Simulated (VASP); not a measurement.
Wanted: the native input for a VASP 6.6.1 run.

```yaml
Task: single point
Functional: PBE
Potentials_or_basis: VASP PAW PBE potentials, release 64 (Co_sv, O)
Cutoff: 700 eV
k_mesh: 9 × 9 × 9
Occupations: fermi-dirac, width 0.02 eV
Spin: collinear spin, zero start
Starting_moments: "[0.0, 0.0] μB"
Fixed_moment: 0 μB
Hubbard_terms: Co d U = 4.8 eV
Dipole_correction: no
Further_INCAR_settings: ALGO = Normal; EDIFF = 1e-06; NBANDS = 22
```

The structure of CoO lies in POSCAR:

```
CoO
1.0
    0.0000000000      2.1315000000      2.1315000000
    2.1315000000      0.0000000000      2.1315000000
    2.1315000000      2.1315000000      0.0000000000
Co O
1 1
Direct
    0.0000000000      0.0000000000      0.0000000000
    0.5000000000      0.5000000000      0.5000000000
```

The input as run:

INCAR

```
PREC = Accurate
ENCUT = 700
EDIFF = 1E-6
ISMEAR = -1
SIGMA = 0.02
LREAL = F
LASPH = T
NELM = 200
ALGO = Normal
ISIF = 2
LWAVE = F
LCHARG = F
ISPIN = 2
MAGMOM = 0 0
LORBIT = 11
NUPDOWN = 0.0
LMAXMIX = 4
LDAU = T
LDAUTYPE = 2
LDAUL = 2 -1
LDAUU = 4.8 0
LDAUJ = 0 0
LDAUPRINT = 1
GGA = PE
NBANDS = 22
GGA_COMPAT = F
```

KPOINTS

```
regular mesh
0
Gamma
  9 9 9
```

Potentials or basis: VASP PAW PBE potentials, release 64 (Co_sv, O).

Command:

```sh
$ cat potpaw_PBE.64/Co_sv/POTCAR potpaw_PBE.64/O/POTCAR > POTCAR
$ mpirun -np 1 vasp_std > vasp.out
```

Results of the run:

```json
{"Pressure": "-18.6 GPa", "Net moment": "0.00 μB per cell", "Valence electrons inside the program's atomic spheres": "Co 15.02; O 4.95"}
```

Caveat: the cell stands under tension; the total moment is fixed, so each spin has its own Fermi level.

It took 34 s on 1 thread of Intel(R) Xeon(R) Platinum 8488C (Sapphire Rapids), on a shared host, peak memory 0.18 GiB.
